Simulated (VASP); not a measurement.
## SnMo: single point with PBE

The system is SnMo.

```
Sn Mo
1.0
     4.69658    0.00000    0.00000
    -2.34829    4.06735    0.00000
     0.00000    0.00000    5.38781
Sn Mo
2 2
Direct
  0.66667 0.33333 0.25000
  0.33333 0.66667 0.75000
  0.66667 0.33333 0.75000
  0.33333 0.66667 0.25000
```

The cell was generated, and may not be a known phase.

```yaml
Program: VASP 6.6.1
Task: single point
Functional: PBE
Potentials_or_basis: VASP PAW PBE potentials, release 64 (Sn_d, Mo_sv)
Cutoff: 520 eV
k_mesh: 6 × 6 × 4
Occupations: gaussian, width 0.1 eV
Spin: collinear spin
Starting_moments: "[0.0, 0.0, 1.0, 1.0] μB"
Dipole_correction: no
Further_INCAR_settings: ALGO = Normal; EDIFF = 1e-07; NBANDS = 40
```

```
Pressure                                              : 0.3 GPa
Band gap on the k mesh                                : zero (filled and empty bands overlap)
Net moment                                            : 0.00 μB per cell
Valence electrons inside the program's atomic spheres : Sn 12.55; Mo 12.36
```

Stress tensor (GPa, compression positive):
```
0.44 0.00 0.00
0.00 0.44 0.00
0.00 0.00 0.08
```

Levels at points of the mesh, in eV from the Fermi level:
Spin up:
```tsv
k point	band 25	band 26	band 27	band 28	band 29	band 30	band 31	band 32
(0.00, 0.00, 0.00)	-2.13	-1.08	-1.08	-0.32	0.24	0.24	2.48	3.13
(0.50, 0.00, 0.00)	-1.65	-1.39	-0.61	-0.53	0.21	0.30	0.60	1.74
(0.00, 0.00, 0.50)	-2.67	-2.67	0.08	0.08	0.08	0.08	3.35	3.35
(0.50, 0.00, 0.50)	-2.02	-2.02	-0.21	-0.21	-0.09	-0.09	0.90	0.90
```
Spin down:
| k point | band 25 | band 26 | band 27 | band 28 | band 29 | band 30 | band 31 | band 32 |
| --- | --- | --- | --- | --- | --- | --- | --- | --- |
| (0.00, 0.00, 0.00) | -2.12 | -1.08 | -1.08 | -0.32 | 0.24 | 0.24 | 2.48 | 3.13 |
| (0.50, 0.00, 0.00) | -1.65 | -1.39 | -0.61 | -0.53 | 0.21 | 0.30 | 0.60 | 1.74 |
| (0.00, 0.00, 0.50) | -2.67 | -2.67 | 0.09 | 0.09 | 0.09 | 0.09 | 3.35 | 3.35 |
| (0.50, 0.00, 0.50) | -2.02 | -2.02 | -0.21 | -0.21 | -0.09 | -0.09 | 0.90 | 0.90 |

Wall time 6.1 min on 1 thread of AMD EPYC 7R13 (shared host), peak memory 0.3 GiB.

Caveat: spin-orbit coupling is left out, which moves the levels of the heavy elements.
